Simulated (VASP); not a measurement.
# Lu3Si (P1) in VASP: a series of runs, part 2 of 2

VASP 6.6.1.

### 4 Single point, r2SCAN

Input file POSCAR:

```
Lu3Si
1.0
    4.4939900000     -0.0303100000      0.0560000000
   -0.0303100000      4.5834100000     -0.0851100000
    0.0560000000     -0.0851100000      4.5012600000
Lu Si
3 1
Direct
    0.9987000000      0.4962900000      0.5075500000
    0.4981915822      0.0050747226      0.4774078147
    0.4987000000      0.5061700000      0.9845700000
    0.0142700000      0.9978500000      0.0080600000
```

Input file INCAR.step1:

```
  ALGO = Normal
  EDIFF = 1E-4
  ENCUT = 520
  GGA = PE
  ISMEAR = 1
  LASPH = True
  LCHARG = False
  LREAL = False
  LWAVE = True
  NBANDS = 48
  NELM = 80
  PREC = Accurate
  SIGMA = 0.1
```

Input file INCAR.step2:

```
  ALGO = Normal
  EDIFF = 1E-7
  ENCUT = 520
  ISIF = 2
  ISMEAR = 1
  ISTART = 1
  LASPH = True
  LCHARG = False
  LMIXTAU = True
  LREAL = False
  LWAVE = False
  METAGGA = R2SCAN
  NBANDS = 48
  NELM = 80
  PREC = Accurate
  SIGMA = 0.1
```

Input file KPOINTS:

```
k-points
0
Gamma
  4 4 4
```

Potentials or basis: VASP PAW PBE potentials, release 64 (Lu, Si).

The run is started by

```bash
$ cat potpaw_PBE.64/Lu/POTCAR potpaw_PBE.64/Si/POTCAR > POTCAR
$ cp INCAR.step1 INCAR
$ mpirun -np 1 vasp_std > vasp.out
$ cp INCAR.step2 INCAR
$ mpirun -np 1 vasp_std > vasp.out
```

OUTCAR:

```text
EDIFF = 1E-7
   ENCUT = 520
   ISIF = 2
   ISMEAR = 1
   ISTART = 1
   LASPH = True
   LREAL = False
   METAGGA = R2SCAN
   NELM = 80
   PREC = Accurate

 ion  position               nearest neighbor table
   1  0.999  0.496  0.508-   3 3.07   4 3.15   3 3.15   4 3.16   2 3.16   2 3.20   3 3.22   2 3.22
                             2 3.27   4 3.27   4 3.27   3 3.30
   2  0.498  0.005  0.477-   4 3.07   4 3.10   3 3.13   1 3.16   3 3.18   4 3.19   1 3.20   1 3.22
                             3 3.25   1 3.27   3 3.29   4 3.37
[... 1435 lines left out ...]
  --------------------------------------------------------------------------------------
  -------------------------------------------------------------------------------------
  Total       -0.0743818     -0.7666471     -0.0816924      0.2306460      0.9275619     -0.4501459
  in kB       -1.2860575    -13.2552847     -1.4124562      3.9878562     16.0374926     -7.7829971
  external PRESSURE =      -5.3179328 kB  Pullay stress =       0.0000000 kB

 VOLUME and BASIS-vectors are now :
 -----------------------------------------------------------------------------
  energy-cutoff  :      520.00
  volume of cell :       92.67
      direct lattice vectors                 reciprocal lattice vectors
     4.493990000 -0.030310000  0.056000000     0.222563161  0.001420889 -0.002742033
    -0.030310000  4.583410000 -0.085110000     0.001420889  0.218263870  0.004109265
     0.056000000 -0.085110000  4.501260000    -0.002742033  0.004109265  0.222271829

 POSITION                                       TOTAL-FORCE (eV/Angst)
 -----------------------------------------------------------------------------------
      4.50153      2.20123      2.29830         0.184559      0.111531     -0.354973
      2.26545     -0.03247      2.17640         0.045268     -0.154461      0.267246
      2.28095      2.22107      4.41665        -0.040738     -0.049163      0.450060
      0.03434      4.57244     -0.04785        -0.189089      0.092093     -0.362333
 -----------------------------------------------------------------------------------
    total drift:                                0.022350     -0.006398     -0.012860

  FREE ENERGIE OF THE ION-ELECTRON SYSTEM (eV)
  ---------------------------------------------------
  free  energy   TOTEN  =      -123.8315265805 eV

  energy  without entropy=     -123.8262531819  energy(sigma->0) =     -123.82976878
```

OSZICAR.step1:

```text
N       E                     dE             d eps       ncg     rms          rms(c)
DAV:   1     0.656441565212E+03    0.65644E+03   -0.26498E+04  5064   0.520E+03
DAV:   2     0.754859606112E+02   -0.58096E+03   -0.54861E+03  4456   0.901E+02
DAV:   3    -0.703039387168E+01   -0.82516E+02   -0.79823E+02  3808   0.196E+02
DAV:   4    -0.196482691537E+02   -0.12618E+02   -0.12249E+02  5640   0.555E+01
DAV:   5    -0.202848715355E+02   -0.63660E+00   -0.63522E+00  5392   0.121E+01    0.739E+00
DAV:   6    -0.198728708345E+02    0.41200E+00   -0.15660E+00  5744   0.180E+01    0.334E+00
DAV:   7    -0.198112497933E+02    0.61621E-01   -0.36110E-01  5600   0.960E+00    0.896E-01
DAV:   8    -0.198058794244E+02    0.53704E-02   -0.59422E-02  5952   0.674E+00    0.242E-01
DAV:   9    -0.198067741425E+02   -0.89472E-03   -0.84486E-03  5848   0.184E+00    0.165E-01
DAV:  10    -0.198071839229E+02   -0.40978E-03   -0.24700E-03  5184   0.847E-01    0.560E-02
DAV:  11    -0.198072301519E+02   -0.46229E-04   -0.50311E-04  3840   0.885E-01
   1 F= -.19807230E+02 E0= -.19805478E+02  d E =-.525514E-02
```

It took 19 min on 1 thread of Intel Xeon 8259CL, shared host; peak memory 0.31 GiB.

Results:

* Free energy: -123.8315 eV
* Pressure: -0.5 GPa
* Largest force: 0.455 eV/Å
* Band gap on the k mesh: zero (an odd number of electrons rules out a gap without spin polarisation)

Forces on the atoms (eV/Å):
```
Lu   0.185  0.112 -0.355
Lu   0.045 -0.154  0.267
Lu  -0.041 -0.049  0.450
Si  -0.189  0.092 -0.362
```

Levels at points of the mesh, in eV from the Fermi level:
| k point | band 36 | band 37 | band 38 | band 39 | band 40 | band 41 | band 42 | band 43 | band 44 | band 45 |
| --- | --- | --- | --- | --- | --- | --- | --- | --- | --- | --- |
| (0.00, 0.00, 0.00) | -1.84 | -1.78 | -1.14 | -1.04 | -0.84 | -0.78 | -0.72 | -0.59 | 2.57 | 3.31 |
| (0.50, 0.00, 0.00) | -2.27 | -2.22 | -2.08 | -0.11 | 0.02 | 1.05 | 1.18 | 1.33 | 1.90 | 2.14 |
| (0.00, 0.50, 0.00) | -2.31 | -2.13 | -2.08 | -0.12 | 0.05 | 1.15 | 1.21 | 1.37 | 1.87 | 1.94 |
| (0.50, 0.50, 0.00) | -4.16 | -2.46 | -2.10 | 0.12 | 0.33 | 0.41 | 1.43 | 1.49 | 1.89 | 2.86 |
| (0.00, 0.00, 0.50) | -2.29 | -2.19 | -2.09 | -0.05 | 0.01 | 1.04 | 1.19 | 1.37 | 1.93 | 2.17 |
| (0.50, 0.00, 0.50) | -4.07 | -2.59 | -2.02 | 0.00 | 0.22 | 0.35 | 1.34 | 1.40 | 2.00 | 2.78 |
| (0.00, 0.50, 0.50) | -4.10 | -2.46 | -2.12 | 0.05 | 0.31 | 0.42 | 1.45 | 1.48 | 1.91 | 2.73 |
| (0.50, 0.50, 0.50) | -2.61 | -2.49 | -2.33 | -2.28 | -2.16 | 0.73 | 1.93 | 2.08 | 2.47 | 2.77 |

Caveat: the PAW data sets were made with another functional, which shifts forces and pressure a little; spin-orbit coupling is left out, which moves the levels of the heavy elements.

### 5 Overview

```csv
cell,gap on the mesh (eV),pressure (GPa),largest force (eV/Å)
"as given, atomic positions A",none,-0.5,0.47
"as given, atomic positions B",none,-0.5,0.58
"as given, atomic positions C",none,-0.5,0.45
```

Alike in all rows: task single point; level r2SCAN; potentials or basis VASP PAW PBE potentials, release 64 (Lu, Si); no spin polarisation; k mesh 4 × 4 × 4; cutoff (eV) 520; smearing methfessel-paxton 0.1 eV.

Caveats: the PAW data sets were made with another functional, which shifts forces and pressure a little; spin-orbit coupling is left out, which moves the levels of the heavy elements.

Total energies depend on the potentials used, so only differences within one code and one set of settings carry meaning.
